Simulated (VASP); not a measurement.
Input of a VASP 6.6.1 run:

The input INCAR:

```
  ALGO = Normal
  EDIFF = 1E-6
  ENCUT = 500
  GGA = PS
  GGA_COMPAT = F
  ISIF = 2
  ISMEAR = -1
  LASPH = T
  LCHARG = F
  LREAL = F
  LWAVE = F
  NBANDS = 11
  NELM = 120
  PREC = Accurate
  SIGMA = 0.05
```

KPOINTS

```
k-points
0
Gamma
  10 10 10
```

POSCAR

```
Pd
1.0
    0.0000000000      1.9373431248      1.9373431248
    1.9373431248      0.0000000000      1.9373431248
    1.9373431248      1.9373431248      0.0000000000
Pd
1
Direct
    0.0000000000      0.0000000000      0.0000000000
```

Potentials or basis: VASP PAW PBE potentials, release 64 (Pd).

Launch:

```console
$ cat potpaw_PBE.64/Pd/POTCAR > POTCAR
$ mpirun -np 1 vasp_std > vasp.out
```

Question: Estimate the pressure.

Answer: -0.3 GPa.

Question: What does it give for the band gap on the k mesh?

Answer: Zero (bands 5 and 6 overlap by 1.61 eV).

Caveat: the PAW data sets were made with another functional, which shifts forces and pressure a little.
